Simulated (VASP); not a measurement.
The system is Ti3S2.

```xyz
5
Lattice="2.7131 1.5664 3.2376 -2.7131 1.5664 3.2376 0.0000 -3.1328 3.2376" Properties=species:S:1:pos:R:3 pbc="T T T"
Ti   -0.8918    1.5664    3.2376
Ti    1.8024   -0.0109    3.2376
Ti   -0.9107   -1.5555    3.2376
S     0.0000    0.0000    8.0827
S     0.0000    0.0000    1.6302
```

Base run:

| Property | Result |
| --- | --- |
| Program | VASP 6.6.1 |
| Functional | RPBE |
| Potentials or basis | VASP PAW PBE potentials, release 64 (Ti_sv, S) |
| Cutoff | 520 eV |
| k mesh | 6 × 6 × 6 |
| Occupations | methfessel-paxton, width 0.1 eV |
| Spin | no spin polarisation |

Its results: band gap on the k mesh zero (band 24 reaches 8.73 eV, above the bottom of band 25 at 8.51 eV); pressure 3.2 GPa; largest force 0.075 eV/Å.

**Question.** The run is repeated on the same cell with these changes: further incar settings from ALGO = Normal; EDIFF = 1e-06; NBANDS = 32 to ALGO = Normal; EDIFF = 1e-07; NBANDS = 32; dispersion from none to D3(BJ). What comes out?

**Answer.** Band gap on the k mesh zero (band 24 reaches 8.73 eV, above the bottom of band 25 at 8.51 eV); pressure -25.3 GPa; largest force 0.125 eV/Å.

Caveats: the PAW data sets were made with another functional, which shifts forces and pressure a little; pairwise dispersion overbinds metals, which lowers pressure and volume (some runs).
